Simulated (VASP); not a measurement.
# GaAs (F-43m) in VASP: further runs

Runs on GaAs. Level: LDA. Tasks: single point.

All numbers are computed with VASP 6.6.1; they aren't measurements. Logs are shortened: lines on timing, memory, paths and dates and some standing lists are left out, and cuts for length are marked.

## 1. The cell of the first run

It takes space group F-43m (No. 216, cubic). Conventional cell: a = 5.603 Å, b = 5.603 Å, c = 5.603 Å, α = 90.00°, β = 90.00°, γ = 90.00°. Ga (site symmetry -43m) has 4 As at 2.43 Å within 3.2 Å. As (site symmetry -43m) has 4 Ga at 2.43 Å within 3.2 Å.

## 2. Single point, LDA

Input file INCAR:

```
PREC     = Accurate       # precision mode
ENCUT    = 520            # plane-wave cutoff, eV
EDIFF    = 1E-6           # SCF threshold, eV
ISMEAR   = -1             # smearing method
SIGMA    = 0.08           # smearing width, eV
LREAL    = False          # projectors in reciprocal space
LASPH    = True           # aspherical terms in the spheres
NELM     = 80             # most SCF steps
ALGO     = Normal         # electronic algorithm
ISIF     = 2              # what is computed and relaxed
LWAVE    = False          # write WAVECAR
LCHARG   = False          # write CHGCAR
GGA      = CA             # functional
NBANDS   = 16             # bands
```

Input file KPOINTS:

```
Automatic mesh
0
Gamma
  14 14 14
```

Input file POSCAR:

```
GaAs
1.0
    0.0000000000      2.8014974874      2.8014974874
    2.8014974874      0.0000000000      2.8014974874
    2.8014974874      2.8014974874      0.0000000000
Ga As
1 1
Direct
    0.0000000000      0.0000000000      0.0000000000
    0.7500000000      0.7500000000      0.7500000000
```

Potentials or basis: VASP PAW LDA potentials, release 64 (Ga_d, As).

Started as:

```
cat potpaw_LDA.64/Ga_d/POTCAR potpaw_LDA.64/As/POTCAR > POTCAR
mpirun -np 1 vasp_std > vasp.out
```

OUTCAR:

```text
PREC = Accurate
   ENCUT = 520
   EDIFF = 1E-6
   ISMEAR = -1
   LREAL = False
   LASPH = True
   NELM = 80
   ISIF = 2
   GGA = CA

 ion  position               nearest neighbor table
   1  0.000  0.000  0.000-   2 2.43   2 2.43   2 2.43   2 2.43
   2  0.750  0.750  0.750-   1 2.43   1 2.43   1 2.43   1 2.43

  LATTYP: Found a face centered cubic cell.
 ALAT       =     5.6029949748

  Lattice vectors:

 A1 = (   0.0000000000,   2.8014974874,   2.8014974874)
 A2 = (   2.8014974874,   0.0000000000,   2.8014974874)
 A3 = (   2.8014974874,   2.8014974874,   0.0000000000)

Analysis of symmetry for initial positions (statically):
=====================================================================
 Subroutine PRICEL returns:
 Original cell was already a primitive cell.

 Routine SETGRP: Setting up the symmetry group for a
 face centered cubic supercell.

 Subroutine GETGRP returns: Found 24 space group operations
 (whereof 24 operations were pure point group operations)
 out of a pool of 48 trial point group operations.

The static configuration has the point symmetry T_d .

Analysis of symmetry for dynamics (positions and initial velocities):
=====================================================================
 Subroutine PRICEL returns:
 Original cell was already a primitive cell.

 Routine SETGRP: Setting up the symmetry group for a
 face centered cubic supercell.

 Subroutine GETGRP returns: Found 24 space group operations
 (whereof 24 operations were pure point group operations)
 out of a pool of 48 trial point group operations.

The dynamic configuration has the point symmetry T_d .

 Subroutine INISYM returns: Found 24 space group operations
 (whereof 24 operations are pure point group operations),
 and found     1 'primitive' translations

----------------------------------------------------------------------------------------

                                     Primitive cell

  volume of cell :      43.9745

  direct lattice vectors                    reciprocal lattice vectors
     0.000000000  2.801497487  2.801497487    -0.178475977  0.178475977  0.178475977
     2.801497487  0.000000000  2.801497487     0.178475977 -0.178475977  0.178475977
     2.801497487  2.801497487  0.000000000     0.178475977  0.178475977 -0.178475977

  length of vectors
     3.961915742  3.961915742  3.961915742     0.309129459  0.309129459  0.309129459

  position of ions in fractional coordinates (direct lattice)
     0.000000000  0.000000000  0.000000000
     0.750000000  0.750000000  0.750000000

  ion indices of the primitive-cell ions
   primitive index   ion index
                 1           1
                 2           2

----------------------------------------------------------------------------------------

 KPOINTS: Automatic mesh

Automatic generation of k-mesh.
 Grid dimensions read from file:
 generate k-points for:   14   14   14

 Generating k-lattice:

  Cartesian coordinates                     Fractional coordinates (reciprocal lattice)
    -0.012748284  0.012748284  0.012748284     0.071428571  0.000000000  0.000000000
     0.012748284 -0.012748284  0.012748284     0.000000000  0.071428571  0.000000000
     0.012748284  0.012748284 -0.012748284     0.000000000  0.000000000  0.071428571

  Length of vectors
     0.022080676  0.022080676  0.022080676

  Shift w.r.t. Gamma in fractional coordinates (k-lattice)
     0.000000000  0.000000000  0.000000000

 Subroutine IBZKPT returns following result:
 ===========================================

 Found    104 irreducible k-points:

 Following reciprocal coordinates:
            Coordinates               Weight
  0.000000  0.000000  0.000000      1.000000
  0.071429  0.000000  0.000000      8.000000
  0.142857  0.000000  0.000000      8.000000
  0.214286  0.000000  0.000000      8.000000
  0.285714  0.000000  0.000000      8.000000
  0.357143  0.000000  0.000000      8.000000
[... 16 lines left out ...]
  0.214286  0.142857  0.000000     24.000000
  0.285714  0.142857  0.000000     24.000000
 [... further k-points ...]
   k-points           NKPTS =    104   k-points in BZ     NKDIM =    104   number of bands    NBANDS=     16
   number of dos      NEDOS =    301   number of ions     NIONS =      2
   total plane-waves  NPLWV =  27000
   dimension x,y,z NGX =    30 NGY =   30 NGZ =   30
   dimension x,y,z NGXF=    60 NGYF=   60 NGZF=   60
   ions per type =               1   1
   NGX,Y,Z   is equivalent  to a cutoff of  12.59, 12.59, 12.59 a.u.
   NGXF,Y,Z  is equivalent  to a cutoff of  25.18, 25.18, 25.18 a.u.
 SYSTEM =  unknown system
   PREC   = accura    normal or accurate (medium, high low for compatibility)
   ISTART =      0    job   : 0-new  1-cont  2-samecut
   ICHARG =      2    charge: 1-file 2-atom 10-const
   ISPIN  =      1    spin polarized calculation?
   LNONCOLLINEAR =      F non collinear calculations
   LSORBIT =      F    spin-orbit coupling
   LASPH  =      T    aspherical Exc in radial PAW
   ENCUT  =  520.0 eV  38.22 Ry    6.18 a.u.   7.37  7.37  7.37*2*pi/ulx,y,z
   NELM   =     80;   NELMIN=  2; NELMDL= -5     # of ELM steps
   EDIFF  = 0.1E-05   stopping-criterion for ELM
   LREAL  =      F    real-space projection
   EDIFFG = 0.1E-04   stopping-criterion for IOM
   NSW    =      0    number of steps for IOM
   IBRION =     -1    ionic relax: 0-MD 1-quasi-New 2-CG
   NFREE  =      0    steps in history (QN), initial steepest desc. (CG)
   ISIF   =      2    stress and relaxation
   ISYM   =      2    0-nonsym 1-usesym 2-fastsym
   POTIM  = 0.5000    time-step for ionic-motion
   TEBEG  =    0.0;   TEEND  =   0.0 temperature during run
   PSTRESS=    0.0 pullay stress
   NELECT =      18.0000    total number of electrons
   NUPDOWN=      -1.0000    fix difference up-down
   EMIN   =  10.00;   EMAX   =-10.00  energy-range for DOS
   EFERMI =   0.00;   METHOD = LEGACY
   ISMEAR =    -1;   SIGMA  =   0.08  broadening in eV -4-tet -1-fermi 0-gaus
   EFERMI_NEDOS =   21; number of points for ismear=-14 and -15
   IALGO  =     38    algorithm
   IMIX   =      4    mixing-type and parameters
     AMIX     =   0.40;   BMIX     =  1.00
     AMIX_MAG =   1.60;   BMIX_MAG =  1.00
  volume/ion in A,a.u.               =      21.99       148.38
  Fermi-wavevector in a.u.,A,eV,Ry     =   1.215529  2.297017 20.102764  1.477511
  Thomas-Fermi vector in A             =   2.350913
   LORBIT       =      0    0 simple, 1 ext, 2 COOP (PROOUT), +10 PAW based schemes
   GGA     = CA    functional components
   LHFCALC =     F    Hartree Fock is set to
   AEXX    =    0.0000 exact exchange contribution
   IVDW    =     0    specifies the selected vdW correction
   LEPSILON=     F    determine dielectric tensor
   LRPA    =     F    only Hartree local field effects (RPA)
 non-spin polarized calculation
  energy-cutoff  :      520.00
  volume of cell :       43.97
 maximum number of plane-waves:      1243
 NGX is ok and might be reduce to    30
   NGX = 15   NGY = 15   NGZ = 15

 number of electron      18.0000013 magnetization

 Free energy of the ion-electron system (eV)
  ---------------------------------------------------
  ext. energy  EPLUGINS =         0.00000000
  ---------------------------------------------------
  free energy    TOTEN  =        -9.64230900 eV

  energy without entropy =       -9.64223087  energy(sigma->0) =       -9.64226993

 E-fermi :   4.4385     XC(G=0): -10.0323

 val. band max:        4.0613516461   @ k =   0.0000   0.0000   0.0000
 cond. band min:       4.5984614528   @ k =   0.0000   0.0000   0.0000
 fundamental gap:      0.5371098067
 Fermi energy:         4.4384879212

 k-point     1 :       0.0000    0.0000    0.0000
  band No.  band energies     occupation
      1     -10.9166      2.00000
      2     -10.9166      2.00000
      3     -10.9166      2.00000
      4     -10.8316      2.00000
      5     -10.8316      2.00000
      6      -8.8999      2.00000
[... 8 lines left out ...]
     15      14.3011      0.00000
     16      14.3011      0.00000

 k-point     2 :       0.0714    0.0000    0.0000
  band No.  band energies     occupation
      1     -10.9216      2.00000
      2     -10.9152      2.00000
      3     -10.9152      2.00000
      4     -10.8317      2.00000
      5     -10.8317      2.00000
      6      -8.8373      2.00000
[... 8 lines left out ...]
     15      13.8141      0.00000
     16      13.8141      0.00000

 k-point     3 :       0.1429    0.0000    0.0000
  band No.  band energies     occupation
      1     -10.9353      2.00000
      2     -10.9117      2.00000
      3     -10.9117      2.00000
      4     -10.8318      2.00000
      5     -10.8318      2.00000
      6      -8.6536      2.00000
[... 8 lines left out ...]
     15      13.2482      0.00000
     16      13.2482      0.00000

 k-point     4 :       0.2143    0.0000    0.0000
  band No.  band energies     occupation
      1     -10.9536      2.00000
      2     -10.9069      2.00000
      3     -10.9069      2.00000
      4     -10.8317      2.00000
      5     -10.8317      2.00000
      6      -8.3607      2.00000
[... 8 lines left out ...]
     15      13.0363      0.00000
     16      13.0363      0.00000

 k-point     5 :       0.2857    0.0000    0.0000
  band No.  band energies     occupation
      1     -10.9725      2.00000
      2     -10.9021      2.00000
      3     -10.9021      2.00000
      4     -10.8308      2.00000
      5     -10.8308      2.00000
      6      -7.9825      2.00000
[... 8 lines left out ...]
     15      13.3137      0.00000
     16      13.3137      0.00000

 k-point     6 :       0.3571    0.0000    0.0000
  band No.  band energies     occupation
      1     -10.9883      2.00000
      2     -10.8985      2.00000
      3     -10.8985      2.00000
      4     -10.8294      2.00000
      5     -10.8294      2.00000
      6      -7.5653      2.00000
[... 8 lines left out ...]
     15      14.0621      0.00000
     16      14.0621      0.00000

 k-point     7 :       0.4286    0.0000    0.0000
  band No.  band energies     occupation
      1     -10.9988      2.00000
      2     -10.8964      2.00000
      3     -10.8964      2.00000
      4     -10.8281      2.00000
      5     -10.8281      2.00000
      6      -7.2036      2.00000
[... 8 lines left out ...]
     15      15.1335      0.00000
     16      15.1335      0.00000

 k-point     8 :       0.5000    0.0000    0.0000
  band No.  band energies     occupation
      1     -11.0025      2.00000
      2     -10.8957      2.00000
      3     -10.8957      2.00000
      4     -10.8275      2.00000
      5     -10.8275      2.00000
      6      -7.0509      2.00000
[... 8 lines left out ...]
     15      16.0137      0.00000
     16      16.0137      0.00000

 k-point     9 :       0.0714    0.0714    0.0000
  band No.  band energies     occupation
      1     -10.9247      2.00000
      2     -10.9140      2.00000
      3     -10.9140      2.00000
      4     -10.8326      2.00000
      5     -10.8309      2.00000
      6      -8.8165      2.00000
[... 8 lines left out ...]
     15      13.1582      0.00000
     16      14.3846      0.00000
[... 172 lines left out ...]
 k-point    19 :      -0.2143    0.0714    0.0000
  band No.  band energies     occupation
      1     -10.9630      2.00000
      2     -10.9051      2.00000
      3     -10.9026      2.00000
      4     -10.8335      2.00000
      5     -10.8300      2.00000
      6      -8.1916      2.00000
[... 8 lines left out ...]
     15      13.0626      0.00000
     16      14.0212      0.00000

 k-point    20 :      -0.1429    0.0714    0.0000
  band No.  band energies     occupation
      1     -10.9451      2.00000
      2     -10.9100      2.00000
      3     -10.9073      2.00000
      4     -10.8334      2.00000
      5     -10.8306      2.00000
      6      -8.5141      2.00000
[... 8 lines left out ...]
     15      13.0215      0.00000
     16      13.5365      0.00000

 k-point    21 :      -0.0714    0.0714    0.0000
  band No.  band energies     occupation
      1     -10.9301      2.00000
      2     -10.9138      2.00000
      3     -10.9119      2.00000
      4     -10.8326      2.00000
      5     -10.8311      2.00000
      6      -8.7344      2.00000
[... 8 lines left out ...]
     15      13.0736      0.00000
     16      13.6402      0.00000

 k-point    22 :       0.1429    0.1429    0.0000
  band No.  band energies     occupation
      1     -10.9455      2.00000
      2     -10.9069      2.00000
      3     -10.9069      2.00000
      4     -10.8359      2.00000
      5     -10.8290      2.00000
      6      -8.5717      2.00000
[... 8 lines left out ...]
     15      13.1771      0.00000
     16      14.6347      0.00000

 k-point    23 :       0.2143    0.1429    0.0000
  band No.  band energies     occupation
      1     -10.9594      2.00000
      2     -10.9026      2.00000
      3     -10.9019      2.00000
      4     -10.8379      2.00000
      5     -10.8279      2.00000
      6      -8.3552      2.00000
[... 8 lines left out ...]
     15      13.9527      0.00000
     16      14.5468      0.00000

 k-point    24 :       0.2857    0.1429    0.0000
  band No.  band energies     occupation
      1     -10.9745      2.00000
      2     -10.8988      2.00000
      3     -10.8967      2.00000
      4     -10.8389      2.00000
      5     -10.8268      2.00000
      6      -8.0383      2.00000
[... 8 lines left out ...]
     15      14.4121      0.00000
     16      14.5871      0.00000

 [... further k-points ...]

------------------------ aborting loop because EDIFF is reached ----------------------------------------

  FORCE on cell =-STRESS in cart. coord.  units (eV):
  Direction    XX          YY          ZZ          XY          YZ          ZX
  --------------------------------------------------------------------------------------
  -------------------------------------------------------------------------------------
  Total        0.0929155      0.0929155      0.0929155      0.0000000      0.0000000     -0.0000000
  in kB        3.3853061      3.3853061      3.3853061      0.0000000      0.0000000     -0.0000000
  external PRESSURE =       3.3853061 kB  Pullay stress =       0.0000000 kB

 VOLUME and BASIS-vectors are now :
 -----------------------------------------------------------------------------
  energy-cutoff  :      520.00
  volume of cell :       43.97
      direct lattice vectors                 reciprocal lattice vectors
     0.000000000  2.801497487  2.801497487    -0.178475977  0.178475977  0.178475977
     2.801497487  0.000000000  2.801497487     0.178475977 -0.178475977  0.178475977
     2.801497487  2.801497487  0.000000000     0.178475977  0.178475977 -0.178475977

 POSITION                                       TOTAL-FORCE (eV/Angst)
 -----------------------------------------------------------------------------------
      0.00000      0.00000      0.00000         0.000000     -0.000000     -0.000000
      4.20225      4.20225      4.20225        -0.000000      0.000000      0.000000
 -----------------------------------------------------------------------------------
    total drift:                                0.000000      0.000000      0.000000

  FREE ENERGIE OF THE ION-ELECTRON SYSTEM (eV)
  ---------------------------------------------------
  free  energy   TOTEN  =        -9.6423089999 eV

  energy  without entropy=       -9.6422308664  energy(sigma->0) =       -9.64226993
```

Wall time 68 s (1 thread of AMD EPYC 7R43 (Zen 3), shared host); peak memory 0.17 GiB.

What came out:

```yaml
Free_energy: -9.6423 eV
Pressure: 0.3 GPa
Band_gap_on_the_k_mesh: 0.54 eV, direct
```

## 3. Single point, LDA

This run uses another cell than the first one, of 19.03 Å³/atom, 0.865 times its volume.

Input file INCAR:

```
SYSTEM = GaAs
PREC = Accurate
ENCUT = 520
EDIFF = 1E-6
ISMEAR = 0
SIGMA = 0.01
LREAL = .FALSE.
LASPH = .TRUE.
NELM = 60
ALGO = Normal
ISIF = 2
LWAVE = .FALSE.
LCHARG = .FALSE.
GGA = CA
NBANDS = 16
```

Input file KPOINTS:

```
regular mesh
0
G
  8 8 8
  0 0 0
```

Input file POSCAR:

```
GaAs
1.0
    0.0000000000      2.6695901519      2.6695901519
    2.6695901519      0.0000000000      2.6695901519
    2.6695901519      2.6695901519      0.0000000000
Ga As
1 1
Direct
    0.0000000000      0.0000000000      0.0000000000
    0.7500000000      0.7500000000      0.7500000000
```

Potentials or basis: VASP PAW LDA potentials, release 64 (Ga_d, As).

Started as:

```
cat potpaw_LDA.64/Ga_d/POTCAR potpaw_LDA.64/As/POTCAR > POTCAR
mpirun -np 1 vasp_std > vasp.out
```

Run time: 7.3 s. Hardware: 1 thread of Intel Xeon Platinum 8559C (Emerald Rapids), shared host; peak memory 0.14 GiB.

The run converged. Its results:

- Free energy: -9.3780 eV
- Pressure: 15.6 GPa
- Band gap on the k mesh: 0.98 eV, indirect (least direct gap 1.69 eV)

Levels at points of the mesh, in eV from the valence-band top:
```
           k point  band 6  band 7  band 8  band 9  band 10  band 11  band 12  band 13
(0.00, 0.00, 0.00)  -14.14    0.00    0.00    0.00     1.69     3.68     3.68     3.68
(0.50, 0.00, 0.00)  -11.78   -7.76   -1.44   -1.44     1.38     4.60     4.60     7.65
(0.50, 0.50, 0.00)  -10.81   -7.77   -3.36   -3.36     0.98     1.39    11.46    11.46
```

A k mesh can miss the band edges.

## 4. Single point, LDA

This run uses another cell than the first one, of 19.79 Å³/atom, 0.900 times its volume.

Input file INCAR:

```
PREC     = Accurate       # precision mode
ENCUT    = 520            # plane-wave cutoff, eV
EDIFF    = 1E-7           # SCF threshold, eV
ISMEAR   = 0              # smearing method
SIGMA    = 0.01           # smearing width, eV
LREAL    = False          # projectors in reciprocal space
LASPH    = True           # aspherical terms in the spheres
NELM     = 100            # most SCF steps
ALGO     = Normal         # electronic algorithm
ISIF     = 2              # what is computed and relaxed
LWAVE    = False          # write WAVECAR
LCHARG   = False          # write CHGCAR
NBANDS   = 16             # bands
```

Input file KPOINTS:

```
regular mesh
0
Gamma
  8 8 8
```

Input file POSCAR:

```
GaAs
1.0
    0.0000000000      2.7046806939      2.7046806939
    2.7046806939      0.0000000000      2.7046806939
    2.7046806939      2.7046806939      0.0000000000
Ga As
1 1
Direct
    0.0000000000      0.0000000000      0.0000000000
    0.7500000000      0.7500000000      0.7500000000
```

Started as:

```
cat potpaw_LDA.64/Ga_d/POTCAR potpaw_LDA.64/As/POTCAR > POTCAR
mpirun -np 1 vasp_std > vasp.out
```

It took 8 s on 1 thread of Intel Xeon Platinum 8559C (Emerald Rapids), shared host; peak memory 0.14 GiB.

The run converged. Its results:

```
Free energy            : -9.5011 eV
Pressure               : 10.5 GPa
Band gap on the k mesh : 1.07 eV, indirect (least direct gap 1.37 eV)
```

Levels at points of the mesh, in eV from the valence-band top:
| k point | band 5 | band 6 | band 7 | band 8 | band 9 | band 10 | band 11 | band 12 | band 13 | band 14 |
| --- | --- | --- | --- | --- | --- | --- | --- | --- | --- | --- |
| (0.00, 0.00, 0.00) | -15.12 | -13.80 | 0.00 | 0.00 | 0.00 | 1.37 | 3.69 | 3.69 | 3.69 | 7.78 |
| (0.50, 0.00, 0.00) | -15.11 | -11.59 | -7.49 | -1.37 | -1.37 | 1.26 | 4.60 | 4.60 | 7.65 | 11.25 |
| (0.50, 0.50, 0.00) | -15.10 | -10.67 | -7.55 | -3.20 | -3.20 | 1.07 | 1.44 | 11.13 | 11.13 | 12.08 |

A k mesh can miss the band edges.

(Continued in part 2 of 2.)
